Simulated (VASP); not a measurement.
# K4BeH2 (R-3m) in VASP: single point with r2SCAN

Aim: the single point of K4BeH2 with r2SCAN.

All numbers are computed with VASP 6.6.1; they aren't measurements. Logs are shortened: lines on timing, memory, paths and dates and some standing lists are left out, and cuts for length are marked.

## Step 1: The cell of the first run

Symmetry: R-3m, No. 166, trigonal system. The conventional cell has a = 5.416 Å, b = 5.416 Å, c = 24.598 Å, α = 90.00°, β = 90.00°, γ = 120.00°. Within 2.6 Å of Be (site symmetry -3m) lie 2 H at 1.96 Å. K (site symmetry 3m) has 6 H at 3.26 to 4.35 Å and 3 Be at 3.30 Å and 7 K at 3.72 to 4.13 Å within 4.4 Å. K (site symmetry 3m) has 4 H at 3.16 to 3.32 Å and 7 K at 3.72 to 4.13 Å within 4.2 Å. H (site symmetry 3m) has 1 Be at 1.96 Å within 2.6 Å.

## Step 2: Single point, r2SCAN

File POSCAR:

```
K4BeH2
1.0
    2.7080440000      4.6904690000      0.0000000000
   -2.7080440000      4.6904690000      0.0000000000
    0.0000000000     -3.1269760000      8.1994040000
Be K H
1 4 2
Direct
    0.0000000000      0.0000000000      0.0000000000
    0.3761500000      0.3761500000      0.1284500000
    0.6238500000      0.6238500000      0.8715500000
    0.2083300000      0.2083300000      0.6249900000
    0.7916700000      0.7916700000      0.3750100000
    0.0798500000      0.0798500000      0.2395500000
    0.9201500000      0.9201500000      0.7604500000
```

File INCAR.step1:

```
ALGO = Normal ; EDIFF = 1E-4
ENCUT = 520 ; GGA = PE
ISMEAR = -1 ; LASPH = T
LCHARG = F ; LREAL = F
LWAVE = T ; NBANDS = 29
NELM = 100 ; PREC = Accurate
SIGMA = 0.1
```

File INCAR.step2:

```
ALGO = Normal ; EDIFF = 1E-6
ENCUT = 520 ; ISIF = 2
ISMEAR = -1 ; ISTART = 1
LASPH = T ; LCHARG = F
LMIXTAU = T ; LREAL = F
LWAVE = F ; METAGGA = R2SCAN
NBANDS = 29 ; NELM = 100
PREC = Accurate ; SIGMA = 0.1
```

File KPOINTS:

```
k-points
0
Gamma
  7 7 7
```

Potentials or basis: VASP PAW PBE potentials, release 64 (Be, K_sv, H).

Launch:

```console
cat potpaw_PBE.64/Be/POTCAR potpaw_PBE.64/K_sv/POTCAR potpaw_PBE.64/H/POTCAR > POTCAR
cp INCAR.step1 INCAR
mpirun -np 1 vasp_std > vasp.out
cp INCAR.step2 INCAR
mpirun -np 1 vasp_std > vasp.out
```

OUTCAR:

```text
EDIFF = 1E-6
   ENCUT = 520
   ISIF = 2
   ISMEAR = -1
   ISTART = 1
   LASPH = T
   LREAL = F
   METAGGA = R2SCAN
   NELM = 100
   PREC = Accurate

 ion  position               nearest neighbor table
   1  0.000  0.000  0.000-
   2  0.376  0.376  0.128-   5 3.72   5 3.72   5 3.72   3 3.77   3 3.77   3 3.77
   3  0.624  0.624  0.872-   4 3.72   4 3.72   4 3.72   2 3.77   2 3.77   2 3.77
   4  0.208  0.208  0.625-   3 3.72   3 3.72   3 3.72   5 3.74   5 3.74   5 3.74
   5  0.792  0.792  0.375-   2 3.72   2 3.72   2 3.72   4 3.74   4 3.74   4 3.74
   6  0.080  0.080  0.240-
   7  0.920  0.920  0.760-

  LATTYP: Found a trigonal (rhomboedric) cell.
 ALAT       =     8.7754338139
 COS(alpha) =     0.8095397989

  Lattice vectors:

 A1 = (   2.7080440000,   1.5634930000,   8.1994040000)
 A2 = (  -2.7080440000,   1.5634930000,   8.1994040000)
 A3 = (   0.0000000000,  -3.1269760000,   8.1994040000)

Analysis of symmetry for initial positions (statically):
=====================================================================
 Subroutine PRICEL returns:
 Original cell was already a primitive cell.

 Routine SETGRP: Setting up the symmetry group for a
 trigonal (rhombohedral) supercell.

 Subroutine GETGRP returns: Found 12 space group operations
 (whereof 12 operations were pure point group operations)
 out of a pool of 12 trial point group operations.

The static configuration has the point symmetry D_3d.

Analysis of symmetry for dynamics (positions and initial velocities):
=====================================================================
 Subroutine PRICEL returns:
 Original cell was already a primitive cell.

 Routine SETGRP: Setting up the symmetry group for a
 trigonal (rhombohedral) supercell.

 Subroutine GETGRP returns: Found 12 space group operations
 (whereof 12 operations were pure point group operations)
 out of a pool of 12 trial point group operations.

The dynamic configuration has the point symmetry D_3d.

 Subroutine INISYM returns: Found 12 space group operations
 (whereof 12 operations are pure point group operations),
 and found     1 'primitive' translations

----------------------------------------------------------------------------------------

                                     Primitive cell

  volume of cell :     208.2976

  direct lattice vectors                    reciprocal lattice vectors
     2.708044000  4.690469000  0.000000000     0.184635109  0.106599148  0.040653318
    -2.708044000  4.690469000  0.000000000    -0.184635109  0.106599148  0.040653318
     0.000000000 -3.126976000  8.199404000     0.000000000  0.000000000  0.121960084

  length of vectors
     5.416087310  5.416087310  8.775431890     0.217039614  0.217039614  0.121960084

  position of ions in fractional coordinates (direct lattice)
     0.000000000  0.000000000  0.000000000
     0.376150000  0.376150000  0.128450000
     0.623850000  0.623850000  0.871550000
     0.208330000  0.208330000  0.624990000
     0.791670000  0.791670000  0.375010000
     0.079850000  0.079850000  0.239550000
     0.920150000  0.920150000  0.760450000

  ion indices of the primitive-cell ions
   primitive index   ion index
                 1           1
                 2           2
                 3           3
                 4           4
                 5           5
                 6           6
                 7           7

----------------------------------------------------------------------------------------

 KPOINTS: k-points

Automatic generation of k-mesh.
 Grid dimensions read from file:
 generate k-points for:    7    7    7

 Generating k-lattice:

  Cartesian coordinates                     Fractional coordinates (reciprocal lattice)
     0.026376444  0.015228450  0.005807617     0.142857143 -0.000000000  0.000000000
    -0.026376444  0.015228450  0.005807617    -0.000000000  0.142857143  0.000000000
     0.000000000  0.000000000  0.017422869     0.000000000  0.000000000  0.142857143

  Length of vectors
     0.031005659  0.031005659  0.017422869

  Shift w.r.t. Gamma in fractional coordinates (k-lattice)
     0.000000000  0.000000000  0.000000000

 Subroutine IBZKPT returns following result:
 ===========================================

 Found     44 irreducible k-points:

 Following reciprocal coordinates:
            Coordinates               Weight
  0.000000  0.000000  0.000000      1.000000
  0.142857  0.000000  0.000000      6.000000
  0.285714  0.000000 -0.000000      6.000000
  0.428571  0.000000  0.000000      6.000000
  0.142857  0.142857  0.000000      6.000000
  0.285714  0.142857 -0.000000     12.000000
[... 16 lines left out ...]
  0.142857  0.142857  0.142857      6.000000
  0.285714  0.142857  0.142857     12.000000
 [... further k-points ...]
   k-points           NKPTS =     44   k-points in BZ     NKDIM =     44   number of bands    NBANDS=     29
   number of dos      NEDOS =    301   number of ions     NIONS =      7
   total plane-waves  NPLWV = 112000
   dimension x,y,z NGX =    40 NGY =   40 NGZ =   70
   dimension x,y,z NGXF=    80 NGYF=   80 NGZF=  140
   ions per type =               1   4   2
   NGX,Y,Z   is equivalent  to a cutoff of  12.28, 12.28, 13.26 a.u.
   NGXF,Y,Z  is equivalent  to a cutoff of  24.56, 24.56, 26.52 a.u.
 SYSTEM =  unknown system
   PREC   = accura    normal or accurate (medium, high low for compatibility)
   ISTART =      1    job   : 0-new  1-cont  2-samecut
   ICHARG =      0    charge: 1-file 2-atom 10-const
   ISPIN  =      1    spin polarized calculation?
   LNONCOLLINEAR =      F non collinear calculations
   LSORBIT =      F    spin-orbit coupling
   LASPH  =      T    aspherical Exc in radial PAW
   ENCUT  =  520.0 eV  38.22 Ry    6.18 a.u.  10.07 10.07 16.32*2*pi/ulx,y,z
   NELM   =    100;   NELMIN=  2; NELMDL=  0     # of ELM steps
   EDIFF  = 0.1E-05   stopping-criterion for ELM
   LREAL  =      F    real-space projection
   EDIFFG = 0.1E-04   stopping-criterion for IOM
   NSW    =      0    number of steps for IOM
   IBRION =     -1    ionic relax: 0-MD 1-quasi-New 2-CG
   NFREE  =      0    steps in history (QN), initial steepest desc. (CG)
   ISIF   =      2    stress and relaxation
   ISYM   =      2    0-nonsym 1-usesym 2-fastsym
   POTIM  = 0.5000    time-step for ionic-motion
   TEBEG  =    0.0;   TEEND  =   0.0 temperature during run
   PSTRESS=    0.0 pullay stress
   NELECT =      40.0000    total number of electrons
   NUPDOWN=      -1.0000    fix difference up-down
   EMIN   =  10.00;   EMAX   =-10.00  energy-range for DOS
   EFERMI =   0.00;   METHOD = LEGACY
   ISMEAR =    -1;   SIGMA  =   0.10  broadening in eV -4-tet -1-fermi 0-gaus
   EFERMI_NEDOS =   21; number of points for ismear=-14 and -15
   IALGO  =     38    algorithm
   IMIX   =      4    mixing-type and parameters
     AMIX     =   0.40;   BMIX     =  1.00
     AMIX_MAG =   1.60;   BMIX_MAG =  1.00
  volume/ion in A,a.u.               =      29.76       200.81
  Fermi-wavevector in a.u.,A,eV,Ry     =   0.944496  1.784838 12.137383  0.892072
  Thomas-Fermi vector in A             =   2.072306
   LORBIT       =      0    0 simple, 1 ext, 2 COOP (PROOUT), +10 PAW based schemes
   METAGGA = R2SCAN    functional components
   LHFCALC =     F    Hartree Fock is set to
   AEXX    =    0.0000 exact exchange contribution
   IVDW    =     0    specifies the selected vdW correction
   LEPSILON=     F    determine dielectric tensor
   LRPA    =     F    only Hartree local field effects (RPA)
 non-spin polarized calculation
  energy-cutoff  :      520.00
  volume of cell :      208.30
 maximum number of plane-waves:      5635
   NGX = 21   NGY = 21   NGZ = 33

 number of electron      40.0000002 magnetization

 Free energy of the ion-electron system (eV)
  ---------------------------------------------------
  ext. energy  EPLUGINS =         0.00000000
  ---------------------------------------------------
  free energy    TOTEN  =       -32.03083538 eV

  energy without entropy =      -31.93098728  energy(sigma->0) =      -31.98091133

 E-fermi :   1.0548     XC(G=0):  -7.3680

 val. band max:        1.0158575211   @ k =  -0.2857   0.2857   0.1429
 cond. band min:       1.0617502784   @ k =  -0.4286   0.2857   0.1429
 fundamental gap:      0.0458927572
 Fermi energy:         1.0548165895

 k-point     1 :       0.0000    0.0000    0.0000
  band No.  band energies     occupation
      1     -32.6979      2.00000
      2     -32.6639      2.00000
      3     -32.0844      2.00000
      4     -32.0513      2.00000
      5     -15.4698      2.00000
      6     -15.4698      2.00000
[... 21 lines left out ...]
     28       4.2550      0.00000
     29       4.5952      0.00000

 k-point     2 :       0.1429    0.0000    0.0000
  band No.  band energies     occupation
      1     -32.6963      2.00000
      2     -32.6652      2.00000
      3     -32.0829      2.00000
      4     -32.0528      2.00000
      5     -15.4782      2.00000
      6     -15.4743      2.00000
[... 21 lines left out ...]
     28       4.4326      0.00000
     29       4.6508      0.00000

 k-point     3 :       0.2857    0.0000   -0.0000
  band No.  band energies     occupation
      1     -32.6919      2.00000
      2     -32.6690      2.00000
      3     -32.0791      2.00000
      4     -32.0567      2.00000
      5     -15.4976      2.00000
      6     -15.4835      2.00000
[... 21 lines left out ...]
     28       4.6977      0.00000
     29       4.8049      0.00000

 k-point     4 :       0.4286    0.0000    0.0000
  band No.  band energies     occupation
      1     -32.6868      2.00000
      2     -32.6736      2.00000
      3     -32.0745      2.00000
      4     -32.0614      2.00000
      5     -15.5135      2.00000
      6     -15.4902      2.00000
[... 597 lines left out ...]
     28       4.3896      0.00000
     29       4.9181      0.00000

 k-point    23 :       0.1429    0.1429    0.1429
  band No.  band energies     occupation
      1     -32.6962      2.00000
      2     -32.6653      2.00000
      3     -32.0829      2.00000
      4     -32.0528      2.00000
      5     -15.4770      2.00000
      6     -15.4747      2.00000
[... 21 lines left out ...]
     28       4.4186      0.00000
     29       4.7762      0.00000

 k-point    24 :       0.2857    0.1429    0.1429
  band No.  band energies     occupation
      1     -32.6932      2.00000
      2     -32.6679      2.00000
      3     -32.0803      2.00000
      4     -32.0555      2.00000
      5     -15.4872      2.00000
      6     -15.4848      2.00000
[... 21 lines left out ...]
     28       4.6660      0.00000
     29       4.8677      0.00000

 [... further k-points ...]

------------------------ aborting loop because EDIFF is reached ----------------------------------------

  FORCE on cell =-STRESS in cart. coord.  units (eV):
  Direction    XX          YY          ZZ          XY          YZ          ZX
  --------------------------------------------------------------------------------------
  -------------------------------------------------------------------------------------
  Total        0.9423122      0.9423118      0.1792523      0.0000000      0.0000001      0.0000000
  in kB        7.2480488      7.2480463      1.3787678      0.0000000      0.0000006      0.0000000
  external PRESSURE =       5.2916210 kB  Pullay stress =       0.0000000 kB

 VOLUME and BASIS-vectors are now :
 -----------------------------------------------------------------------------
  energy-cutoff  :      520.00
  volume of cell :      208.30
      direct lattice vectors                 reciprocal lattice vectors
     2.708044000  4.690469000  0.000000000     0.184635109  0.106599148  0.040653318
    -2.708044000  4.690469000  0.000000000    -0.184635109  0.106599148  0.040653318
     0.000000000 -3.126976000  8.199404000     0.000000000  0.000000000  0.121960084

 POSITION                                       TOTAL-FORCE (eV/Angst)
 -----------------------------------------------------------------------------------
      0.00000      0.00000      0.00000        -0.000000      0.000000      0.000000
      0.00000      3.12698      1.05321         0.000000      0.000000      0.536504
      0.00000      3.12698      7.14619         0.000000     -0.000000     -0.536504
      0.00000      0.00000      5.12455         0.000000      0.000000      0.131538
      0.00000      6.25396      3.07486         0.000000     -0.000000     -0.131538
      0.00000      0.00000      1.96417         0.000000     -0.000000     -0.278765
      0.00000      6.25396      6.23524         0.000000      0.000000      0.278765
 -----------------------------------------------------------------------------------
    total drift:                                0.000000     -0.000000      0.000000

  FREE ENERGIE OF THE ION-ELECTRON SYSTEM (eV)
  ---------------------------------------------------
  free  energy   TOTEN  =       -32.0308353847 eV

  energy  without entropy=      -31.9309872843  energy(sigma->0) =      -31.98091133
```

Run time: 11 min. Hardware: 1 thread of AMD EPYC 9R45 (Zen 5), shared host; peak memory 0.49 GiB.

Results:

```
Free energy            : -32.0308 eV
Pressure               : 0.5 GPa
Largest force          : 0.537 eV/Å
Band gap on the k mesh : zero (bands 20 and 21 overlap by 0.68 eV)
```

Forces in eV/Å, atoms in the order of the input:
```
Be   0.000  0.000  0.000
K    0.000  0.000  0.537
K    0.000  0.000 -0.537
K    0.000  0.000  0.132
K    0.000  0.000 -0.132
H    0.000  0.000 -0.279
H    0.000  0.000  0.279
```

Caveat: the PAW data sets were made with another functional, which shifts forces and pressure a little.

The gap in the log of VASP goes by the Fermi energy; the results here count the filled bands.